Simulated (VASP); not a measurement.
Here is a VASP 6.6.1 calculation.

The input INCAR:

```
SYSTEM = SiC
PREC = Accurate
ENCUT = 520
EDIFF = 1E-7
ISMEAR = 0
SIGMA = 0.02
LREAL = .FALSE.
LASPH = .TRUE.
NELM = 100
ALGO = Normal
ISIF = 2
LWAVE = .FALSE.
LCHARG = .FALSE.
GGA = PE
NBANDS = 16
```

Contents of KPOINTS:

```
Automatic mesh
0
G
  12 12 6
  0 0 0
```

The input POSCAR:

```
SiC
1.0
    2.8406312787      0.0000000000      0.0000000000
   -1.4203156393      2.4600588501      0.0000000000
    0.0000000000      0.0000000000      4.6462971024
Si C
2 2
Direct
    0.3333333333      0.6666666667      0.4994268662
    0.6666666667      0.3333333333      0.9994268662
    0.3333333333      0.6666666667      0.8755731338
    0.6666666667      0.3333333333      0.3755731338
```

Potentials or basis: VASP PAW PBE potentials, release 64 (Si, C).

Launch:

```console
$ cat potpaw_PBE.64/Si/POTCAR potpaw_PBE.64/C/POTCAR > POTCAR
$ mpirun -np 1 vasp_std > vasp.out
```

Q: What does it give for the pressure?

A: 89.8 GPa.

Q: Predict the largest force.

A: 0.009 eV/Å.

Q: What does it give for the band gap on the k mesh?

A: 1.82 eV, indirect (least direct gap 4.43 eV).

Forces on the atoms (eV/Å):
```
Si   0.000  0.000 -0.009
Si   0.000  0.000 -0.009
C    0.000  0.000  0.009
C    0.000  0.000  0.009
```

A k mesh can miss the band edges. A hybrid or GW would open this gap; PBE tends to underestimate it.
